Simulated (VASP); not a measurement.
# WC (Imm2) in VASP: a series of runs

Runs on WC. Level: PBEsol. Tasks: single point.

Program: VASP 6.6.1. These are calculated values, not measurements. Logs are shortened: lines on timing, memory, paths and dates and some standing lists are left out, and cuts for length are marked.

### 1 The cell of the first run

The structure is orthorhombic, space group Imm2 (No. 44). Conventional cell: a = 3.101 Å, b = 4.385 Å, c = 3.101 Å, α = 90.00°, β = 90.00°, γ = 90.00°. W (site symmetry mm2) has 6 C at 2.12 to 2.26 Å within 2.8 Å. Within 2.8 Å of C (site symmetry mm2) lie 6 W at 2.12 to 2.26 Å.

### 2 Single point, PBEsol

INCAR

```
PREC = Accurate
ENCUT = 520
EDIFF = 1E-6
ISMEAR = 0
SIGMA = 0.15
LREAL = F
LASPH = T
NELM = 100
ALGO = Normal
ISIF = 2
LWAVE = F
LCHARG = F
GGA = PS
NBANDS = 16
```

KPOINTS

```
regular mesh
0
Gamma
  18 18 18
```

POSCAR

```
WC
1.0
    0.0000000000      2.1926840000      2.1926840000
    2.1926840000      0.0000000000      2.1926840000
    2.1926840000      2.1926840000      0.0000000000
W C
1 1
Direct
    0.0322484581      0.0000000000      0.0000000000
    0.5000000000      0.5000000000      0.5000000000
```

Potentials or basis: VASP PAW PBE potentials, release 64 (W_sv, C).

On the command line:

```
$ cat potpaw_PBE.64/W_sv/POTCAR potpaw_PBE.64/C/POTCAR > POTCAR
$ mpirun -np 1 vasp_std > vasp.out
```

OUTCAR:

```text
PREC = Accurate
   ENCUT = 520
   EDIFF = 1E-6
   ISMEAR = 0
   LREAL = F
   LASPH = T
   NELM = 100
   ISIF = 2
   GGA = PS

 ion  position               nearest neighbor table
   1  0.032  0.000  0.000-   2 2.12   2 2.12   2 2.19   2 2.19   2 2.26   2 2.26
   2  0.500  0.500  0.500-   1 2.12   1 2.12   1 2.19   1 2.19   1 2.26   1 2.26

  LATTYP: Found a face centered cubic cell.
 ALAT       =     4.3853680000

  Lattice vectors:

 A1 = (   0.0000000000,   2.1926840000,   2.1926840000)
 A2 = (   2.1926840000,   0.0000000000,   2.1926840000)
 A3 = (   2.1926840000,   2.1926840000,   0.0000000000)

Analysis of symmetry for initial positions (statically):
=====================================================================
 Subroutine PRICEL returns:
 Original cell was already a primitive cell.

 Routine SETGRP: Setting up the symmetry group for a
 face centered cubic supercell.

 Subroutine GETGRP returns: Found  4 space group operations
 (whereof  4 operations were pure point group operations)
 out of a pool of 48 trial point group operations.

The static configuration has the point symmetry C_2v.

Analysis of symmetry for dynamics (positions and initial velocities):
=====================================================================
 Subroutine PRICEL returns:
 Original cell was already a primitive cell.

 Routine SETGRP: Setting up the symmetry group for a
 face centered cubic supercell.

 Subroutine GETGRP returns: Found  4 space group operations
 (whereof  4 operations were pure point group operations)
 out of a pool of 48 trial point group operations.

The dynamic configuration has the point symmetry C_2v.

 Subroutine INISYM returns: Found  4 space group operations
 (whereof  4 operations are pure point group operations),
 and found     1 'primitive' translations

----------------------------------------------------------------------------------------

                                     Primitive cell

  volume of cell :      21.0842

  direct lattice vectors                    reciprocal lattice vectors
     0.000000000  2.192684000  2.192684000    -0.228031034  0.228031034  0.228031034
     2.192684000  0.000000000  2.192684000     0.228031034 -0.228031034  0.228031034
     2.192684000  2.192684000  0.000000000     0.228031034  0.228031034 -0.228031034

  length of vectors
     3.100923451  3.100923451  3.100923451     0.394961337  0.394961337  0.394961337

  position of ions in fractional coordinates (direct lattice)
     0.032248458  0.000000000  0.000000000
     0.500000000  0.500000000  0.500000000

  ion indices of the primitive-cell ions
   primitive index   ion index
                 1           1
                 2           2

----------------------------------------------------------------------------------------

 KPOINTS: regular mesh

Automatic generation of k-mesh.
 Grid dimensions read from file:
 generate k-points for:   18   18   18

 Generating k-lattice:

  Cartesian coordinates                     Fractional coordinates (reciprocal lattice)
    -0.012668391  0.012668391  0.012668391     0.055555556  0.000000000  0.000000000
     0.012668391 -0.012668391  0.012668391     0.000000000  0.055555556  0.000000000
     0.012668391  0.012668391 -0.012668391     0.000000000  0.000000000  0.055555556

  Length of vectors
     0.021942296  0.021942296  0.021942296

  Shift w.r.t. Gamma in fractional coordinates (k-lattice)
     0.000000000  0.000000000  0.000000000

 Subroutine IBZKPT returns following result:
 ===========================================

 Found    865 irreducible k-points:

 Following reciprocal coordinates:
            Coordinates               Weight
  0.000000  0.000000  0.000000      1.000000
  0.055556  0.000000  0.000000      4.000000
  0.000000  0.055556  0.000000      4.000000
  0.111111  0.000000  0.000000      4.000000
  0.000000  0.111111  0.000000      4.000000
  0.166667  0.000000  0.000000      4.000000
[... 16 lines left out ...]
  0.000000  0.111111  0.055556      4.000000
  0.055556  0.000000  0.111111      8.000000
 [... further k-points ...]
   k-points           NKPTS =    865   k-points in BZ     NKDIM =    865   number of bands    NBANDS=     16
   number of dos      NEDOS =    301   number of ions     NIONS =      2
   total plane-waves  NPLWV =  13824
   dimension x,y,z NGX =    24 NGY =   24 NGZ =   24
   dimension x,y,z NGXF=    48 NGYF=   48 NGZF=   48
   ions per type =               1   1
   NGX,Y,Z   is equivalent  to a cutoff of  12.87, 12.87, 12.87 a.u.
   NGXF,Y,Z  is equivalent  to a cutoff of  25.73, 25.73, 25.73 a.u.
 SYSTEM =  unknown system
   PREC   = accura    normal or accurate (medium, high low for compatibility)
   ISTART =      0    job   : 0-new  1-cont  2-samecut
   ICHARG =      2    charge: 1-file 2-atom 10-const
   ISPIN  =      1    spin polarized calculation?
   LNONCOLLINEAR =      F non collinear calculations
   LSORBIT =      F    spin-orbit coupling
   LASPH  =      T    aspherical Exc in radial PAW
   ENCUT  =  520.0 eV  38.22 Ry    6.18 a.u.   5.77  5.77  5.77*2*pi/ulx,y,z
   NELM   =    100;   NELMIN=  2; NELMDL= -5     # of ELM steps
   EDIFF  = 0.1E-05   stopping-criterion for ELM
   LREAL  =      F    real-space projection
   EDIFFG = 0.1E-04   stopping-criterion for IOM
   NSW    =      0    number of steps for IOM
   IBRION =     -1    ionic relax: 0-MD 1-quasi-New 2-CG
   NFREE  =      0    steps in history (QN), initial steepest desc. (CG)
   ISIF   =      2    stress and relaxation
   ISYM   =      2    0-nonsym 1-usesym 2-fastsym
   POTIM  = 0.5000    time-step for ionic-motion
   TEBEG  =    0.0;   TEEND  =   0.0 temperature during run
   PSTRESS=    0.0 pullay stress
   NELECT =      18.0000    total number of electrons
   NUPDOWN=      -1.0000    fix difference up-down
   EMIN   =  10.00;   EMAX   =-10.00  energy-range for DOS
   EFERMI =   0.00;   METHOD = LEGACY
   ISMEAR =     0;   SIGMA  =   0.15  broadening in eV -4-tet -1-fermi 0-gaus
   EFERMI_NEDOS =   21; number of points for ismear=-14 and -15
   IALGO  =     38    algorithm
   IMIX   =      4    mixing-type and parameters
     AMIX     =   0.40;   BMIX     =  1.00
     AMIX_MAG =   1.60;   BMIX_MAG =  1.00
  volume/ion in A,a.u.               =      10.54        71.14
  Fermi-wavevector in a.u.,A,eV,Ry     =   1.553029  2.934800 32.815887  2.411900
  Thomas-Fermi vector in A             =   2.657319
   LORBIT       =      0    0 simple, 1 ext, 2 COOP (PROOUT), +10 PAW based schemes
   GGA     = PS    functional components
   LHFCALC =     F    Hartree Fock is set to
   AEXX    =    0.0000 exact exchange contribution
   IVDW    =     0    specifies the selected vdW correction
   LEPSILON=     F    determine dielectric tensor
   LRPA    =     F    only Hartree local field effects (RPA)
 non-spin polarized calculation
 Gauss-broadening in eV      SIGMA  =   0.15
  energy-cutoff  :      520.00
  volume of cell :       21.08
 maximum number of plane-waves:       588
   NGX = 11   NGY = 11   NGZ = 11

 number of electron      18.0000001 magnetization

 Free energy of the ion-electron system (eV)
  ---------------------------------------------------
  ext. energy  EPLUGINS =         0.00000000
  ---------------------------------------------------
  free energy    TOTEN  =       -22.95814922 eV

  energy without entropy =      -22.94918121  energy(sigma->0) =      -22.95366522

 E-fermi :  12.2090     XC(G=0): -13.8377

 val. band max:       12.2029029590   @ k =   0.2778   0.2222   0.0000
 cond. band min:      12.2104043289   @ k =   0.0000   0.1111   0.1111
 fundamental gap:      0.0075013699
 Fermi energy:        12.2089546852

 k-point     1 :       0.0000    0.0000    0.0000
  band No.  band energies     occupation
      1     -63.1134      2.00000
      2     -27.1170      2.00000
      3     -27.1145      2.00000
      4     -27.1105      2.00000
      5      -3.5223      2.00000
      6       9.2255      2.00000
[... 8 lines left out ...]
     15      21.8467      0.00000
     16      35.3681      0.00000

 k-point     2 :       0.0556    0.0000    0.0000
  band No.  band energies     occupation
      1     -63.1123      2.00000
      2     -27.1320      2.00000
      3     -27.1190      2.00000
      4     -27.1136      2.00000
      5      -3.4351      2.00000
      6       8.8969      2.00000
[... 8 lines left out ...]
     15      22.0550      0.00000
     16      34.2738      0.00000

 k-point     3 :       0.0000    0.0556    0.0000
  band No.  band energies     occupation
      1     -63.1123      2.00000
      2     -27.1341      2.00000
      3     -27.1164      2.00000
      4     -27.1142      2.00000
      5      -3.4347      2.00000
      6       8.8621      2.00000
[... 8 lines left out ...]
     15      22.0545      0.00000
     16      34.3243      0.00000

 k-point     4 :       0.1111    0.0000    0.0000
  band No.  band energies     occupation
      1     -63.1091      2.00000
      2     -27.1852      2.00000
      3     -27.1247      2.00000
      4     -27.1195      2.00000
      5      -3.1783      2.00000
      6       8.2060      2.00000
[... 8 lines left out ...]
     15      22.6376      0.00000
     16      32.4031      0.00000

 k-point     5 :       0.0000    0.1111    0.0000
  band No.  band energies     occupation
      1     -63.1091      2.00000
      2     -27.1873      2.00000
      3     -27.1222      2.00000
      4     -27.1204      2.00000
      5      -3.1770      2.00000
      6       8.1249      2.00000
[... 8 lines left out ...]
     15      22.6371      0.00000
     16      32.4372      0.00000

 k-point     6 :       0.1667    0.0000    0.0000
  band No.  band energies     occupation
      1     -63.1041      2.00000
      2     -27.2660      2.00000
      3     -27.1335      2.00000
      4     -27.1284      2.00000
      5      -2.7660      2.00000
      6       7.3563      2.00000
[... 8 lines left out ...]
     15      23.4457      0.00000
     16      30.6559      0.00000

 k-point     7 :       0.0000    0.1667    0.0000
  band No.  band energies     occupation
      1     -63.1041      2.00000
      2     -27.2683      2.00000
      3     -27.1310      2.00000
      4     -27.1293      2.00000
      5      -2.7630      2.00000
      6       7.2706      2.00000
[... 8 lines left out ...]
     15      23.4521      0.00000
     16      30.6733      0.00000

 k-point     8 :       0.2222    0.0000    0.0000
  band No.  band energies     occupation
      1     -63.0981      2.00000
      2     -27.3637      2.00000
      3     -27.1444      2.00000
      4     -27.1392      2.00000
      5      -2.2199      2.00000
      6       6.4438      2.00000
[... 8 lines left out ...]
     15      24.1707      0.00000
     16      29.5576      0.00000

 k-point     9 :       0.0000    0.2222    0.0000
  band No.  band energies     occupation
      1     -63.0981      2.00000
      2     -27.3663      2.00000
      3     -27.1419      2.00000
      4     -27.1403      2.00000
      5      -2.2147      2.00000
      6       6.3759      2.00000
[... 8 lines left out ...]
     15      24.2046      0.00000
     16      29.5148      0.00000
[... 172 lines left out ...]
 k-point    19 :       0.0000    0.5000    0.0000
  band No.  band energies     occupation
      1     -63.0763      2.00000
      2     -27.7064      2.00000
      3     -27.1806      2.00000
      4     -27.1791      2.00000
      5       1.1038      2.00000
      6       2.4465      2.00000
[... 8 lines left out ...]
     15      24.3090      0.00000
     16      24.3259      0.00000

 k-point    20 :       0.0556    0.0556    0.0000
  band No.  band energies     occupation
      1     -63.1119      2.00000
      2     -27.1334      2.00000
      3     -27.1219      2.00000
      4     -27.1169      2.00000
      5      -3.4063      2.00000
      6       8.9308      2.00000
[... 8 lines left out ...]
     15      22.1242      0.00000
     16      34.2129      0.00000

 k-point    21 :       0.0000    0.0556    0.0556
  band No.  band energies     occupation
      1     -63.1119      2.00000
      2     -27.1283      2.00000
      3     -27.1234      2.00000
      4     -27.1205      2.00000
      5      -3.4067      2.00000
      6       8.7854      2.00000
[... 8 lines left out ...]
     15      22.1242      0.00000
     16      34.2545      0.00000

 k-point    22 :       0.1111    0.0556    0.0000
  band No.  band energies     occupation
      1     -63.1094      2.00000
      2     -27.1712      2.00000
      3     -27.1290      2.00000
      4     -27.1228      2.00000
      5      -3.2081      2.00000
      6       8.3204      2.00000
[... 8 lines left out ...]
     15      22.5842      0.00000
     16      32.6874      0.00000

 k-point    23 :       0.0000    0.1111    0.0556
  band No.  band energies     occupation
      1     -63.1094      2.00000
      2     -27.1702      2.00000
      3     -27.1288      2.00000
      4     -27.1240      2.00000
      5      -3.2082      2.00000
      6       8.2067      2.00000
[... 8 lines left out ...]
     15      22.5838      0.00000
     16      32.7250      0.00000

 k-point    24 :       0.0556    0.0000    0.1111
  band No.  band energies     occupation
      1     -63.1094      2.00000
      2     -27.1733      2.00000
      3     -27.1279      2.00000
      4     -27.1221      2.00000
      5      -3.2072      2.00000
      6       8.2495      2.00000
[... 8 lines left out ...]
     15      22.5833      0.00000
     16      32.6994      0.00000

 [... further k-points ...]
[... 5 lines left out ...]
  --------------------------------------------------------------------------------------
  -------------------------------------------------------------------------------------
  Total       -1.2254515     -0.8794146     -0.8794146      0.0000000     -0.0157744      0.0000000
  in kB      -93.1212042    -66.8261014    -66.8261014      0.0000000     -1.1986855      0.0000000
  external PRESSURE =     -75.5911357 kB  Pullay stress =       0.0000000 kB

 VOLUME and BASIS-vectors are now :
 -----------------------------------------------------------------------------
  energy-cutoff  :      520.00
  volume of cell :       21.08
      direct lattice vectors                 reciprocal lattice vectors
     0.000000000  2.192684000  2.192684000    -0.228031034  0.228031034  0.228031034
     2.192684000  0.000000000  2.192684000     0.228031034 -0.228031034  0.228031034
     2.192684000  2.192684000  0.000000000     0.228031034  0.228031034 -0.228031034

 POSITION                                       TOTAL-FORCE (eV/Angst)
 -----------------------------------------------------------------------------------
      0.00000      0.07071      0.07071         0.000000     -0.481510     -0.481510
      2.19268      2.19268      2.19268         0.000000      0.481510      0.481510
 -----------------------------------------------------------------------------------
    total drift:                               -0.000000      0.000046      0.000046

  FREE ENERGIE OF THE ION-ELECTRON SYSTEM (eV)
  ---------------------------------------------------
  free  energy   TOTEN  =       -22.9581492195 eV

  energy  without entropy=      -22.9491812145  energy(sigma->0) =      -22.95366522
```

Run time: 72 s. Hardware: 1 thread of Intel Xeon 6975P-C (Granite Rapids), shared host; peak memory 0.37 GiB.

What came out:

```
Free energy            : -22.9581 eV
Pressure               : -7.6 GPa
Largest force          : 0.681 eV/Å
Band gap on the k mesh : zero (band 9 reaches 13.28 eV, above the bottom of band 10 at 10.17 eV)
```

Forces in eV/Å, atoms in the order of the input:
```
W    0.000 -0.482 -0.482
C    0.000  0.482  0.482
```

Levels at points of the mesh, in eV from the Fermi level:
```
           k point  band 5  band 6  band 7  band 8  band 9  band 10  band 11  band 12  band 13  band 14
(0.00, 0.00, 0.00)  -15.73   -2.98   -2.96   -2.72   -1.83    -1.29    -0.70    -0.28    -0.03     6.53
(0.50, 0.00, 0.00)  -11.16   -9.70   -6.55   -6.52    1.07     1.10     2.38     4.90     8.81     8.87
(0.00, 0.50, 0.00)  -11.11   -9.76   -6.51   -6.46    1.07     1.07     2.35     4.74     8.60     8.85
(0.50, 0.50, 0.00)  -13.48   -5.83   -5.53   -2.48   -2.33     0.96     2.31     2.32     5.33     7.27
(0.00, 0.50, 0.50)  -13.48   -5.90   -5.55   -2.55   -2.22     1.02     2.32     2.32     5.48     7.21
```

Caveat: the cell differs from its parent crystal (all W atoms moved -0.100 Å, as atom 1 towards its neighbour atom 1 (W) at 3.101 Å); the PAW data sets were made with another functional, which shifts forces and pressure a little; spin-orbit coupling is left out, which moves the levels of the heavy elements.

### 3 Single point, PBEsol

INCAR

```
PREC = Accurate
ENCUT = 520
EDIFF = 1E-7
ISMEAR = 0
SIGMA = 0.15
LREAL = F
LASPH = T
NELM = 80
ALGO = Normal
ISIF = 2
LWAVE = F
LCHARG = F
GGA = PS
NBANDS = 16
```

KPOINTS is that of step 2.

Edit POSCAR of step 2 so:

```diff
@@ -8,3 +8,3 @@
 Direct
-    0.0322484581      0.0000000000      0.0000000000
+   -0.0161242291      0.0000000000      0.0000000000
     0.5000000000      0.5000000000      0.5000000000
```

Potentials or basis: VASP PAW PBE potentials, release 64 (W_sv, C).

On the command line:

```
$ cat potpaw_PBE.64/W_sv/POTCAR potpaw_PBE.64/C/POTCAR > POTCAR
$ mpirun -np 1 vasp_std > vasp.out
```

Run time: 76 s. Hardware: 1 thread of Intel Xeon 6975P-C (Granite Rapids), shared host; peak memory 0.38 GiB.

It converged, with:

- Free energy: -22.9827 eV
- Pressure: -8.7 GPa
- Largest force: 0.311 eV/Å
- Band gap on the k mesh: zero (band 9 reaches 13.29 eV, above the bottom of band 10 at 10.14 eV)

Forces in eV/Å, atoms in the order of the input:
```
W    0.000  0.220  0.220
C    0.000 -0.220 -0.220
```

Stress tensor (GPa, compression positive):
```
-9.19  0.00  0.00
 0.00 -8.51 -0.01
 0.00 -0.01 -8.51
```

Levels at points of the mesh, in eV from the Fermi level:
```tsv
k point	band 5	band 6	band 7	band 8	band 9	band 10	band 11	band 12	band 13	band 14
(0.00, 0.00, 0.00)	-15.76	-2.81	-2.81	-2.74	-1.42	-1.19	-0.93	-0.68	-0.52	6.54
(0.50, 0.00, 0.00)	-11.13	-9.77	-6.56	-6.55	1.06	1.07	2.36	4.91	8.82	8.84
(0.00, 0.50, 0.00)	-11.11	-9.79	-6.55	-6.54	1.06	1.06	2.35	4.87	8.77	8.84
(0.50, 0.50, 0.00)	-13.51	-5.79	-5.56	-2.47	-2.43	0.89	2.30	2.30	5.40	7.30
(0.00, 0.50, 0.50)	-13.51	-5.81	-5.56	-2.48	-2.40	0.90	2.30	2.30	5.44	7.28
```

Caveat: the cell differs from its parent crystal (all W atoms moved +0.050 Å, as atom 1 towards its neighbour atom 1 (W) at 3.101 Å); the PAW data sets were made with another functional, which shifts forces and pressure a little; spin-orbit coupling is left out, which moves the levels of the heavy elements.

### 4 Single point, PBEsol

INCAR

```
SYSTEM = WC
PREC = Accurate
ENCUT = 520
EDIFF = 1E-7
ISMEAR = 0
SIGMA = 0.15
LREAL = .False.
LASPH = .True.
NELM = 80
ALGO = Normal
ISIF = 2
LWAVE = .False.
LCHARG = .False.
GGA = PS
NBANDS = 16
```

KPOINTS

```
regular mesh
0
Gamma
  18 18 18
  0 0 0
```

Edit POSCAR of step 3 so:

```diff
@@ -8,3 +8,3 @@
 Direct
-   -0.0161242291      0.0000000000      0.0000000000
+   -0.0403105726      0.0000000000      0.0000000000
     0.5000000000      0.5000000000      0.5000000000
```

On the command line:

```
$ cat potpaw_PBE.64/W_sv/POTCAR potpaw_PBE.64/C/POTCAR > POTCAR
$ mpirun -np 1 vasp_std > vasp.out
```

Wall time 77 s (1 thread of Intel Xeon 6975P-C (Granite Rapids), shared host); peak memory 0.37 GiB.

The run converged. Its results:

```yaml
Free_energy: -22.9386 eV
Pressure: -6.7 GPa
Largest_force: 0.887 eV/Å
Band_gap_on_the_k_mesh: zero (band 9 reaches 13.27 eV, above the bottom of band 10 at 10.19 eV)
```

Forces on the atoms (eV/Å):
```
W    0.000  0.627  0.627
C    0.000 -0.627 -0.627
```

Stress tensor (GPa, compression positive):
```
-9.37  0.00  0.00
 0.00 -5.30 -0.28
 0.00 -0.28 -5.30
```

Levels at points of the mesh, in eV from the Fermi level:
```tsv
k point	band 7	band 8	band 9	band 10	band 11	band 12
(0.00, 0.00, 0.00)	-3.05	-2.71	-2.03	-1.31	-0.55	-0.06
(0.50, 0.00, 0.00)	-6.55	-6.51	1.07	1.12	2.40	4.88
(0.00, 0.50, 0.00)	-6.49	-6.41	1.07	1.07	2.36	4.65
(0.50, 0.50, 0.00)	-5.51	-2.50	-2.27	1.02	2.32	2.33
(0.00, 0.50, 0.50)	-5.54	-2.59	-2.10	1.11	2.33	2.33
```

Caveat: the cell differs from its parent crystal (all W atoms moved +0.125 Å, as atom 1 towards its neighbour atom 1 (W) at 3.101 Å); the PAW data sets were made with another functional, which shifts forces and pressure a little; spin-orbit coupling is left out, which moves the levels of the heavy elements.

(Continued in part 2 of 2.)
